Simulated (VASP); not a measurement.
Input of a VASP 6.6.1 run:

File INCAR:

```
SYSTEM = TiTe2
PREC = Accurate
ENCUT = 520
EDIFF = 1E-6
ISMEAR = 0
SIGMA = 0.15
LREAL = .FALSE.
LASPH = .TRUE.
NELM = 60
ALGO = Normal
ISIF = 2
LWAVE = .FALSE.
LCHARG = .FALSE.
GGA = PS
NBANDS = 19
```

KPOINTS

```
regular mesh
0
G
  18 18 8
  0 0 0
```

The input POSCAR:

```
TiTe2
1.0
    3.7770008876      0.0000000000      0.0000000000
   -1.8885004438      3.2709787188      0.0000000000
    0.0000000000      0.0000000000      6.4980000000
Ti Te
1 2
Direct
    0.0000000000      0.0000000000      0.0000000000
    0.6666666667      0.3333333333      0.2628000000
    0.3333333333      0.6666666667      0.7372000000
```

Potentials or basis: VASP PAW PBE potentials, release 64 (Ti_sv, Te).

Command:

```console
$ cat potpaw_PBE.64/Ti_sv/POTCAR potpaw_PBE.64/Te/POTCAR > POTCAR
$ mpirun -np 1 vasp_std > vasp.out
```

(1) Predict the band gap on the k mesh.

(2) Estimate the pressure.

(3) Predict the largest force.

Results:

(1) zero (band 12 reaches 7.07 eV, above the bottom of band 13 at 6.39 eV).

(2) -2.2 GPa.

(3) 0.094 eV/Å.

Caveat: the PAW data sets were made with another functional, which shifts forces and pressure a little; spin-orbit coupling is left out, which moves the levels of the heavy elements; this functional lacks dispersion, which binds the layers, so the pressure and a relaxed spacing across them are unreliable.
